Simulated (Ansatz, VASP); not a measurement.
ZnAu: VASP beside Ansatz

```
Zn Au
1.0
     4.44918    0.00000    0.00000
     0.00000    3.09228    0.00000
     0.00000    0.00000    4.45008
Zn Au
2 2
Direct
  0.25000 0.00000 0.25139
  0.75000 0.00000 0.74861
  0.25000 0.50000 0.75126
  0.75000 0.50000 0.24874
```

Alike in both runs: functional PBEsol; k mesh 10 × 14 × 10; occupations gaussian, width 0.1 eV; no spin polarisation.

Ansatz relaxed the structure, and its values are those at the end. VASP's run is a single point on that final structure, the one shown.

|  | VASP | Ansatz |
| --- | --- | --- |
| version | VASP 6.6.1 | Ansatz 0.2.0 |
| potentials or method | VASP PAW PBE potentials, release 64 (Zn, Au), cutoff 520 eV | scalar-relativistic, plane waves, PAW |
| valence electrons in the cell | 46 | 62 |

Ansatz gave:

| Property | Result |
| --- | --- |
| gap on the k mesh at the Fermi level (eV) | none |
| pressure (GPa) | 0.0 |

Which values does VASP return?

gap on the k mesh at the Fermi level (eV): none; pressure (GPa): 0.2.

VASP's potentials were made for PBE, not for PBEsol. A gap of «none» marks a metal or a gap that the smearing closes. VASP's potentials hold 46 valence electrons a cell and Ansatz's 62, so a difference there can come from the potentials and not from the codes.

Neither program's run includes spin-orbit coupling.
